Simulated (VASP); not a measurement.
**Co: single point with PBE**

Co, a sheet with vacuum:

```
Co
1.0
     2.34715    0.00000    0.00000
    -1.17357    2.03269    0.00000
     0.00000    0.00000   23.80000
Co
1
Direct
  0.00000 0.00000 0.29412
```

```yaml
Program: VASP 6.6.1
Task: single point
Functional: PBE
Potentials_or_basis: VASP PAW PBE potentials, release 64 (Co)
Cutoff: 520 eV
k_mesh: 24 × 24 × 1
Occupations: gaussian, width 0.1 eV
Spin: collinear spin, ferromagnetic start
Starting_moments: "[2.1] μB"
Dipole_correction: yes
Further_INCAR_settings: ALGO = Normal; EDIFF = 1e-07; NBANDS = 14
```

| Quantity | Value |
| --- | --- |
| Net moment | 1.78 μB per cell |
| Site moments | Co +1.81 μB |
| Valence electrons inside the program's atomic spheres | Co 8.14 |

Levels at points of the mesh, in eV from the Fermi level:
Spin up:
| k point | band 1 | band 2 | band 3 | band 4 | band 5 | band 6 | band 7 | band 8 | band 9 | band 10 |
| --- | --- | --- | --- | --- | --- | --- | --- | --- | --- | --- |
| (0.00, 0.00, 0.00) | -6.38 | -2.92 | -2.45 | -2.45 | -1.19 | -1.19 | 0.26 | 4.75 | 5.23 | 5.32 |
| (0.50, 0.00, 0.00) | -4.65 | -3.62 | -1.72 | -1.60 | -0.14 | 2.62 | 7.73 | 9.17 | 11.53 | 13.36 |
Spin down:
```tsv
k point	band 1	band 2	band 3	band 4	band 5	band 6	band 7	band 8	band 9
(0.00, 0.00, 0.00)	-6.11	-1.40	-0.81	-0.81	0.25	0.95	0.95	4.67	5.10
(0.50, 0.00, 0.00)	-3.43	-1.97	0.28	0.48	1.74	2.61	8.48	9.36	11.58
```

It took 3.9 min on 1 thread of Intel(R) Xeon(R) Platinum 8488C (Sapphire Rapids) (shared host), peak memory 0.38 GiB.
